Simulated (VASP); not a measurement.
The system is Si3C.

```
Si C
1.0
     3.15321    0.00000    0.00000
    -1.57661    2.73076    0.00000
     0.00000    0.00000    4.44264
Si C
3 1
Direct
  0.50000 0.00000 0.50000
  0.00000 0.50000 0.50000
  0.50000 0.50000 0.50000
  0.00000 0.00000 0.50000
```

| Item | Value |
| --- | --- |
| Program | VASP 6.6.1 |
| Task | relaxation of cell and atoms |
| Functional | PBE |
| Potentials or basis | VASP PAW PBE potentials, release 64 (Si, C) |
| Cutoff | 600 eV |
| k mesh | 6 × 6 × 4 |
| Occupations | gaussian, width 0.1 eV |
| Spin | no spin polarisation |

At the start: pressure 481.7 GPa; volume 9.56 Å³/atom.

Problem. How do energy, volume and symmetry change on relaxing?

Solution. Over 35 steps the energy falls by 12334.7 meV/atom and the volume is 12.59 Å³/atom (+31.6 %); space group P6/mmm (No. 191, to 0.05 Å).

Step by step:
```csv
step,energy change (eV),largest force (eV/Å),pressure (GPa),volume (Å³)
1,0.0000,0.0000,481.66,38.25
2,-27.1975,0.0000,-5.15,361.80
3,-28.6114,0.0000,-5.59,326.45
4,-29.9688,0.0000,-6.19,295.78
5,-42.2604,0.0000,-13.03,136.83
6,-47.3832,0.0000,2.08,79.97
7,-47.4218,0.0000,-1.39,85.65
8,-47.4294,0.0000,-0.55,84.09
9,-47.4274,0.0000,0.05,83.00
10,-47.4326,0.0000,0.02,82.40
11,-47.4505,0.0000,-0.09,80.60
12,-47.5026,0.0000,-0.43,76.99
13,-47.6811,0.0000,-0.42,69.78
14,-48.5545,0.0000,0.50,55.35
15,1.5876,0.0000,633.84,26.41
16,-48.5845,0.0000,0.03,54.64
17,-47.7125,0.0000,51.62,40.54
18,-49.0140,0.0000,3.40,50.93
19,-49.1854,0.0000,11.13,46.77
20,-49.1857,0.0000,9.65,47.50
21,-49.1887,0.0000,9.65,47.43
22,-49.1975,0.0000,9.80,47.22
23,-49.2087,0.0000,10.77,46.79
24,-49.2089,0.0000,11.11,46.68
25,-49.2167,0.0000,10.72,46.78
26,-49.2384,0.0000,9.57,47.07
27,-49.2747,0.0000,7.40,47.64
28,-49.3209,0.0000,3.72,48.81
29,-49.3278,0.0000,-2.10,51.20
30,-49.3373,0.0000,0.23,50.20
31,-49.3373,0.0000,0.41,50.13
32,-49.3377,0.0000,0.34,50.16
33,-49.3385,0.0000,0.14,50.26
34,-49.3385,0.0000,-0.25,50.45
35,-49.3387,0.0000,-0.07,50.36
```

Final structure:
```
CELL_PARAMETERS angstrom
4.81610 0.00000 0.00000
-2.40805 4.17086 0.00000
0.00000 0.00000 2.50682
ATOMIC_POSITIONS crystal
Si 0.50000 0.00000 0.50000
Si 0.00000 0.50000 0.50000
Si 0.50000 0.50000 0.50000
C 0.00000 0.00000 0.50000
```

Caveat: the k points lie up to 0.63 Å⁻¹ apart in the final cell; the volume moved by over 15 % at a fixed basis, so the end points are rough.
